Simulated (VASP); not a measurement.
# Zn (P6_3/mmc) in VASP: further runs

Zn is run at these levels: PBEsol, PBE; tasks: relaxation of cell and atoms, single point.

Everything below comes from runs of VASP 6.6.1. Logs are shortened: lines on timing, memory, paths and dates and some standing lists are left out, and cuts for length are marked.

## (1) The cell of the first run

Symmetry: P6_3/mmc, No. 194, hexagonal system. Conventional cell: a = 2.670 Å, b = 2.670 Å, c = 4.966 Å, α = 90.00°, β = 90.00°, γ = 120.00°. Within 3.5 Å of Zn (site symmetry -6m2) lie 12 Zn at 2.67 to 2.92 Å.

## (2) Relaxation of cell and atoms, PBEsol, target pressure 5 GPa, at which the enthalpy is minimised

File INCAR:

```
PREC = Accurate ; ENCUT = 600
EDIFF = 1E-6 ; ISMEAR = -1
SIGMA = 0.05 ; LREAL = False
LASPH = True ; NELM = 100
ALGO = Normal ; ISIF = 3
LWAVE = False ; LCHARG = False
GGA = PS ; IBRION = 2
NSW = 80 ; EDIFFG = -0.02
PSTRESS = 50.0
```

File KPOINTS:

```
regular mesh
0
Gamma
  11 11 6
```

File POSCAR:

```
Zn
1.0
    2.6700000000      0.0000000000      0.0000000000
   -1.3350000000      2.3122878281      0.0000000000
    0.0000000000      0.0000000000      4.9660000000
Zn
2
Direct
    0.6666666667      0.3333333333      0.7500000000
    0.3333333333      0.6666666667      0.2500000000
```

Potentials or basis: VASP PAW PBE potentials, release 64 (Zn).

Run with:

```sh
$ cat potpaw_PBE.64/Zn/POTCAR > POTCAR
$ mpirun -np 1 vasp_std > vasp.out
```

OUTCAR:

```text
PREC = Accurate
   ENCUT = 600
   EDIFF = 1E-6
   ISMEAR = -1
   LREAL = False
   LASPH = True
   NELM = 100
   ISIF = 3
   GGA = PS
   IBRION = 2
   NSW = 80
   EDIFFG = -0.02
   PSTRESS = 50.0

 ion  position               nearest neighbor table
   1  0.667  0.333  0.750-   2 2.92   2 2.92   2 2.92   2 2.92   2 2.92   2 2.92
   2  0.333  0.667  0.250-   1 2.92   1 2.92   1 2.92   1 2.92   1 2.92   1 2.92

  LATTYP: Found a hexagonal cell.
 ALAT       =     2.6700000000
 C/A-ratio  =     1.8599250936

  Lattice vectors:

 A1 = (   2.6700000000,   0.0000000000,   0.0000000000)
 A2 = (  -1.3350000000,   2.3122878281,   0.0000000000)
 A3 = (   0.0000000000,   0.0000000000,   4.9660000000)

Analysis of symmetry for initial positions (statically):
=====================================================================
 Subroutine PRICEL returns:
 Original cell was already a primitive cell.

 Routine SETGRP: Setting up the symmetry group for a
 hexagonal supercell.

 Subroutine GETGRP returns: Found 24 space group operations
 (whereof 12 operations were pure point group operations)
 out of a pool of 24 trial point group operations.

The static configuration has the point symmetry D_3d.
 The point group associated with its full space group is D_6h.

Analysis of symmetry for dynamics (positions and initial velocities):
=====================================================================
 Subroutine PRICEL returns:
 Original cell was already a primitive cell.

 Routine SETGRP: Setting up the symmetry group for a
 hexagonal supercell.

 Subroutine GETGRP returns: Found 24 space group operations
 (whereof 12 operations were pure point group operations)
 out of a pool of 24 trial point group operations.

The dynamic configuration has the point symmetry D_3d.
 The point group associated with its full space group is D_6h.

 Subroutine INISYM returns: Found 24 space group operations
 (whereof 12 operations are pure point group operations),
 and found     1 'primitive' translations

----------------------------------------------------------------------------------------

                                     Primitive cell

  volume of cell :      30.6591

  direct lattice vectors                    reciprocal lattice vectors
     2.670000000  0.000000000  0.000000000     0.374531835  0.216236056  0.000000000
    -1.335000000  2.312287828  0.000000000     0.000000000  0.432472112  0.000000000
     0.000000000  0.000000000  4.966000000     0.000000000  0.000000000  0.201369311

  length of vectors
     2.670000000  2.670000000  4.966000000     0.432472112  0.432472112  0.201369311

  position of ions in fractional coordinates (direct lattice)
     0.666666667  0.333333333  0.750000000
     0.333333333  0.666666667  0.250000000

  ion indices of the primitive-cell ions
   primitive index   ion index
                 1           1
                 2           2

----------------------------------------------------------------------------------------

 KPOINTS: regular mesh

Automatic generation of k-mesh.
 Grid dimensions read from file:
 generate k-points for:   11   11    6

 Generating k-lattice:

  Cartesian coordinates                     Fractional coordinates (reciprocal lattice)
     0.034048349  0.019657823  0.000000000     0.090909091  0.000000000  0.000000000
     0.000000000  0.039315647  0.000000000     0.000000000  0.090909091  0.000000000
     0.000000000  0.000000000  0.033561552     0.000000000  0.000000000  0.166666667

  Length of vectors
     0.039315647  0.039315647  0.033561552

  Shift w.r.t. Gamma in fractional coordinates (k-lattice)
     0.000000000  0.000000000  0.000000000

 Subroutine IBZKPT returns following result:
 ===========================================

 Found     64 irreducible k-points:

 Following reciprocal coordinates:
            Coordinates               Weight
  0.000000  0.000000  0.000000      1.000000
  0.090909  0.000000  0.000000      6.000000
  0.181818  0.000000  0.000000      6.000000
  0.272727  0.000000  0.000000      6.000000
  0.363636  0.000000  0.000000      6.000000
  0.454545  0.000000  0.000000      6.000000
[... 16 lines left out ...]
  0.090909  0.090909  0.166667     12.000000
  0.181818  0.090909  0.166667     24.000000
 [... further k-points ...]
   k-points           NKPTS =     64   k-points in BZ     NKDIM =     64   number of bands    NBANDS=     16
   number of dos      NEDOS =    301   number of ions     NIONS =      2
   total plane-waves  NPLWV =  23040
   dimension x,y,z NGX =    24 NGY =   24 NGZ =   40
   dimension x,y,z NGXF=    48 NGYF=   48 NGZF=   80
   ions per type =               2
   NGX,Y,Z   is equivalent  to a cutoff of  14.94, 14.94, 13.39 a.u.
   NGXF,Y,Z  is equivalent  to a cutoff of  29.89, 29.89, 26.78 a.u.
 SYSTEM =  unknown system
   PREC   = accura    normal or accurate (medium, high low for compatibility)
   ISTART =      0    job   : 0-new  1-cont  2-samecut
   ICHARG =      2    charge: 1-file 2-atom 10-const
   ISPIN  =      1    spin polarized calculation?
   LNONCOLLINEAR =      F non collinear calculations
   LSORBIT =      F    spin-orbit coupling
   LASPH  =      T    aspherical Exc in radial PAW
   ENCUT  =  600.0 eV  44.10 Ry    6.64 a.u.   5.33  5.33  9.92*2*pi/ulx,y,z
   NELM   =    100;   NELMIN=  2; NELMDL= -5     # of ELM steps
   EDIFF  = 0.1E-05   stopping-criterion for ELM
   LREAL  =      F    real-space projection
   EDIFFG = -.2E-01   stopping-criterion for IOM
   NSW    =     80    number of steps for IOM
   IBRION =      2    ionic relax: 0-MD 1-quasi-New 2-CG
   NFREE  =      1    steps in history (QN), initial steepest desc. (CG)
   ISIF   =      3    stress and relaxation
   ISYM   =      2    0-nonsym 1-usesym 2-fastsym
   POTIM  = 0.5000    time-step for ionic-motion
   TEBEG  =    0.0;   TEEND  =   0.0 temperature during run
   PSTRESS=   50.0 pullay stress
   NELECT =      24.0000    total number of electrons
   NUPDOWN=      -1.0000    fix difference up-down
   EMIN   =  10.00;   EMAX   =-10.00  energy-range for DOS
   EFERMI =   0.00;   METHOD = LEGACY
   ISMEAR =    -1;   SIGMA  =   0.05  broadening in eV -4-tet -1-fermi 0-gaus
   EFERMI_NEDOS =   21; number of points for ismear=-14 and -15
   IALGO  =     38    algorithm
   IMIX   =      4    mixing-type and parameters
     AMIX     =   0.40;   BMIX     =  1.00
     AMIX_MAG =   1.60;   BMIX_MAG =  1.00
  volume/ion in A,a.u.               =      15.33       103.45
  Fermi-wavevector in a.u.,A,eV,Ry     =   1.508778  2.851177 30.972445  2.276410
  Thomas-Fermi vector in A             =   2.619187
   LORBIT       =      0    0 simple, 1 ext, 2 COOP (PROOUT), +10 PAW based schemes
   GGA     = PS    functional components
   LHFCALC =     F    Hartree Fock is set to
   AEXX    =    0.0000 exact exchange contribution
   IVDW    =     0    specifies the selected vdW correction
   LEPSILON=     F    determine dielectric tensor
   LRPA    =     F    only Hartree local field effects (RPA)
 conjugate gradient relaxation of ions
 non-spin polarized calculation
  energy-cutoff  :      600.00
  volume of cell :       30.66
 maximum number of plane-waves:      1052
 NGX is ok and might be reduce to    24
   NGX = 11   NGY = 11   NGZ = 19

--------------------------------------- Ionic step        1  -------------------------------------------

 number of electron      24.0000003 magnetization

 Free energy of the ion-electron system (eV)
  ---------------------------------------------------
  ext. energy  EPLUGINS =         0.00000000
  ---------------------------------------------------
  free energy    TOTEN  =        -3.11898676 eV

  energy without entropy =       -3.11426349  energy(sigma->0) =       -3.11662512

------------------------ aborting loop because EDIFF is reached ----------------------------------------

  FORCE on cell =-STRESS in cart. coord.  units (eV):
  Direction    XX          YY          ZZ          XY          YZ          ZX
  --------------------------------------------------------------------------------------
  -------------------------------------------------------------------------------------
  Total       -1.0147297     -1.0147297     -1.0356973      0.0000000      0.0000000      0.0000000
  in kB      -53.0274929    -53.0274929    -54.1232122      0.0000000      0.0000000      0.0000000
  external PRESSURE =    -103.3927327 kB  Pullay stress =      50.0000000 kB
[... 93 lines left out ...]
  FREE ENERGIE OF THE ION-ELECTRON SYSTEM (eV)
  ---------------------------------------------------
  free  energy   TOTEN  =        -3.1363294964 eV

  energy  without entropy=       -3.1318975344  energy(sigma->0) =       -3.13411352

  enthalpy is  TOTEN    =        -2.2864830247 eV   P V=        0.8498464717

[... ionic steps 4 to 12 ...]

--------------------------------------- Ionic step       13  -------------------------------------------

 number of electron      23.9999997 magnetization

------------------------ aborting loop because EDIFF is reached ----------------------------------------

  FORCE on cell =-STRESS in cart. coord.  units (eV):
  Direction    XX          YY          ZZ          XY          YZ          ZX
  --------------------------------------------------------------------------------------
  -------------------------------------------------------------------------------------
  Total        0.8498310      0.8498310      0.9711388      0.0000000      0.0000000      0.0000000
  in kB       51.0574905     51.0574905     58.3456156      0.0000000      0.0000000      0.0000000
  external PRESSURE =       3.4868655 kB  Pullay stress =      50.0000000 kB
[... 61 lines left out ...]
  enthalpy is  TOTEN    =        -2.3311956430 eV   P V=        0.8358731165

--------------------------------------- Ionic step       15  -------------------------------------------

 number of electron      24.0000001 magnetization

 Free energy of the ion-electron system (eV)
  ---------------------------------------------------
  ext. energy  EPLUGINS =         0.00000000
  ---------------------------------------------------
  free energy    TOTEN  =        -3.16579015 eV

  energy without entropy =       -3.16329162  energy(sigma->0) =       -3.16454088

 E-fermi :   4.1326     XC(G=0): -12.4078

 val. band max:        4.1251324011   @ k =   0.4545   0.0000   0.3333
 cond. band min:       4.2019768365   @ k =   0.1818   0.1818   0.0000
 fundamental gap:      0.0768444354
 Fermi energy:         4.1325651863

 k-point     1 :       0.0000    0.0000    0.0000
  band No.  band energies     occupation
      1      -7.5707      2.00000
      2      -5.0977      2.00000
      3      -4.1373      2.00000
      4      -4.0590      2.00000
      5      -4.0590      2.00000
      6      -3.9509      2.00000
[... 8 lines left out ...]
     15      20.5287      0.00000
     16      22.3734      0.00000
[... 420 lines left out ...]
  band No.  band energies     occupation
      1      -5.8017      2.00000
      2      -4.6426      2.00000
      3      -4.3209      2.00000
      4      -4.2485      2.00000
      5      -4.1080      2.00000
      6      -3.9427      2.00000
[... 8 lines left out ...]
     15      13.6907      0.00000
     16      16.5966      0.00000

 [... further k-points ...]
[... 5 lines left out ...]
  --------------------------------------------------------------------------------------
  -------------------------------------------------------------------------------------
  Total        0.8244219      0.8244219      0.8179478      0.0000000     -0.0000000      0.0000000
  in kB       49.3967138     49.3967138     49.0088046      0.0000000     -0.0000000      0.0000000
  external PRESSURE =      -0.7325893 kB  Pullay stress =      50.0000000 kB
[... 17 lines left out ...]
  FREE ENERGIE OF THE ION-ELECTRON SYSTEM (eV)
  ---------------------------------------------------
  free  energy   TOTEN  =        -3.1657901511 eV

  energy  without entropy=       -3.1632916178  energy(sigma->0) =       -3.16454088

  enthalpy is  TOTEN    =        -2.3312994946 eV   P V=        0.8344906564

 reached required accuracy - stopping structural energy minimisation
```

Run time: 6.7 min. Hardware: 1 thread of AMD EPYC 7R43 (Zen 3), shared host; peak memory 0.15 GiB.

What came out:

```
Free energy                                            : -3.1658 eV
Relaxed volume                                         : 13.37 Å³/atom
Relaxed cell                                           : a = 2.654 Å, b = 2.654 Å, c = 4.383 Å, α = 90.00°, β = 90.00°, γ = 120.00°
Space group after relaxing (to 0.05 Å)                 : P6_3/mmc (No. 194)
Energy change on relaxing (the enthalpy is what falls) : -23.4 meV/atom
Ionic steps                                            : 15
Pressure after relaxing                                : 4.9 GPa
Band gap on the k mesh                                 : zero (band 12 reaches 5.43 eV, above the bottom of band 13 at 2.54 eV)
```

Step by step:
| step | energy change (eV) | largest force (eV/Å) | pressure (GPa) | volume (Å³) |
| --- | --- | --- | --- | --- |
| 1 | 0.0000 | 0.0000 | -5.34 | 30.66 |
| 2 | 0.0143 | 0.0000 | 8.61 | 26.48 |
| 3 | -0.0173 | 0.0000 | 4.99 | 27.23 |
| 4 | -0.0248 | 0.0000 | 5.00 | 27.08 |
| 5 | -0.0297 | 0.0000 | 5.25 | 26.81 |
| 6 | -0.0259 | 0.0000 | 7.56 | 26.21 |
| 7 | -0.0317 | 0.0000 | 5.79 | 26.52 |
| 8 | -0.0312 | 0.0000 | 6.65 | 26.34 |
| 9 | -0.0299 | 0.0000 | 6.91 | 26.29 |
| 10 | -0.0567 | 0.0000 | 2.65 | 27.26 |
| 11 | -0.0447 | 0.0000 | 5.21 | 26.68 |
| 12 | -0.0441 | 0.0000 | 5.37 | 26.66 |
| 13 | -0.0443 | 0.0000 | 5.35 | 26.67 |
| 14 | -0.0481 | 0.0000 | 4.75 | 26.78 |
| 15 | -0.0468 | 0.0000 | 4.93 | 26.74 |

Final structure:
```
Zn
1.0
     2.65412    0.00000    0.00000
    -1.32706    2.29853    0.00000
     0.00000    0.00000    4.38320
Zn
2
Direct
  0.66667 0.33333 0.75000
  0.33333 0.66667 0.25000
```

Levels at points of the mesh, in eV from the Fermi level:
```
           k point  band 9  band 10  band 11  band 12  band 13  band 14  band 15  band 16
(0.00, 0.00, 0.00)   -7.90    -7.46    -7.46    -3.83    -1.59    16.40    16.40    18.24
(0.00, 0.00, 0.50)   -7.60    -7.60    -7.60    -7.60     7.43     7.43    18.15    18.15
```

Caveat: the cell is relaxed towards a set pressure, so the enthalpy falls and the energy may rise; the PAW data sets were made with another functional, which shifts forces and pressure a little.

## (3) Relaxation of cell and atoms, PBEsol, target pressure 10 GPa, at which the enthalpy is minimised

File INCAR:

```
SYSTEM = Zn
  PREC = Accurate
  ENCUT = 600
  EDIFF = 1E-7
  ISMEAR = -1
  SIGMA = 0.05
  LREAL = .False.
  LASPH = .True.
  NELM = 60
  ALGO = Normal
  ISIF = 3
  LWAVE = .False.
  LCHARG = .False.
  GGA = PS
  IBRION = 2
  NSW = 80
  EDIFFG = -0.02
  PSTRESS = 100.0
```

File KPOINTS:

```
Automatic mesh
0
Gamma
  11 11 6
  0 0 0
```

POSCAR is that of step 2.

Potentials or basis: VASP PAW PBE potentials, release 64 (Zn).

Run with:

```sh
$ cat potpaw_PBE.64/Zn/POTCAR > POTCAR
$ mpirun -np 1 vasp_std > vasp.out
```

Run time: 3.9 min. Hardware: 1 thread of AMD EPYC 7R43 (Zen 3), shared host; peak memory 0.15 GiB.

The run converged. Its results:

```yaml
Free_energy: -3.1174 eV
Relaxed_volume: 12.85 Å³/atom
Relaxed_cell: a = 2.618 Å, b = 2.618 Å, c = 4.329 Å, α = 90.00°, β = 90.00°, γ = 120.00°
Space_group_after_relaxing_to_0.05_Å: P6_3/mmc (No. 194)
Energy_change_on_relaxing_the_enthalpy_is_what_falls: +0.8 meV/atom
Ionic_steps: 7
Pressure_after_relaxing: 10.1 GPa
Band_gap_on_the_k_mesh: zero (band 12 reaches 5.78 eV, above the bottom of band 13 at 2.93 eV)
```

Stress tensor (GPa, compression positive):
```
10.00  0.00  0.00
 0.00 10.00  0.00
 0.00  0.00 10.23
```

The path:
```tsv
step	energy change (eV)	largest force (eV/Å)	pressure (GPa)	volume (Å³)
1	0.0000	0.0000	-5.36	30.66
2	0.1786	0.0000	20.18	24.59
3	0.0307	0.0000	9.99	26.19
4	0.0203	0.0000	10.04	26.00
5	0.0255	0.0000	12.04	25.35
6	-0.0247	0.0000	7.62	26.19
7	0.0015	0.0000	10.08	25.70
```

Final structure:
```cif
data_structure
_symmetry_space_group_name_H-M 'P 1'
_symmetry_Int_Tables_number 1
_cell_length_a 2.6182
_cell_length_b 2.6182
_cell_length_c 4.3288
_cell_angle_alpha 90.000
_cell_angle_beta 90.000
_cell_angle_gamma 120.000
_cell_volume 25.70
loop_
_atom_site_label
_atom_site_type_symbol
_atom_site_fract_x
_atom_site_fract_y
_atom_site_fract_z
_atom_site_occupancy
Zn1 Zn 0.66667 0.33333 0.75000 1
Zn2 Zn 0.33333 0.66667 0.25000 1
```

Levels at points of the mesh, in eV from the Fermi level:
```tsv
k point	band 10	band 11	band 12	band 13	band 14	band 15
(0.00, 0.00, 0.00)	-7.61	-7.61	-4.11	-1.60	16.85	16.85
(0.00, 0.00, 0.50)	-7.76	-7.76	-7.76	7.54	7.54	18.67
```

Caveat: the cell is relaxed towards a set pressure, so the enthalpy falls and the energy may rise; the volume moved by over 15 % at a fixed basis, so the end points are rough; the PAW data sets were made with another functional, which shifts forces and pressure a little.

(Part 1 of 2 ends here.)
